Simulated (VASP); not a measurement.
KZnF3, 5 atoms in the cell. Symmetry: P4/mmm, No. 123, tetragonal system. The conventional cell has a = 3.985 Å, b = 3.985 Å, c = 4.184 Å, α = 90.00°, β = 90.00°, γ = 90.00°. Within 3.7 Å of K (site symmetry 4/mmm) lie 12 F at 2.82 to 2.89 Å and 8 Zn at 3.51 Å. Within 2.6 Å of Zn (site symmetry 4/mmm) lie 6 F at 1.99 to 2.09 Å. Within 2.9 Å of F (site symmetry 4/mmm) lie 2 Zn at 2.09 Å and 4 K at 2.82 Å and 8 F at 2.89 Å. F (site symmetry mmm) has 2 Zn at 1.99 Å within 2.6 Å.  This cell differs from its parent crystal: ratio of the length along z to the lengths across it x 1.05, volume and fractional coordinates fixed.

```yaml
Program: VASP 6.6.1
Task: single point
Functional: r2SCAN
Potentials_or_basis: VASP PAW PBE potentials, release 64 (K_sv, Zn, F)
Cutoff: 520 eV
k_mesh: 6 × 6 × 6
Occupations: gaussian, width 0.05 eV
Spin: no spin polarisation
Dipole_correction: no
Further_INCAR_settings: ALGO = Normal; EDIFF = 1e-06; NBANDS = 29
```

Potentials or basis: VASP PAW PBE potentials, release 64 (K_sv, Zn, F).

Command:

```sh
$ cat potpaw_PBE.64/K_sv/POTCAR potpaw_PBE.64/Zn/POTCAR potpaw_PBE.64/F/POTCAR > POTCAR
$ cp INCAR.step1 INCAR
$ mpirun -np 1 vasp_std > vasp.out
$ cp INCAR.step2 INCAR
$ mpirun -np 1 vasp_std > vasp.out
```

Hardware: 1 thread of Intel(R) Xeon(R) Platinum 8488C (Sapphire Rapids), with other jobs on the host.

Q: How long does it take, and how much memory?

A: Run time: 3.3 min on 1 thread of Intel(R) Xeon(R) Platinum 8488C (Sapphire Rapids), with other jobs on the host, peak memory 0.22 GiB. Counts: k points 40.
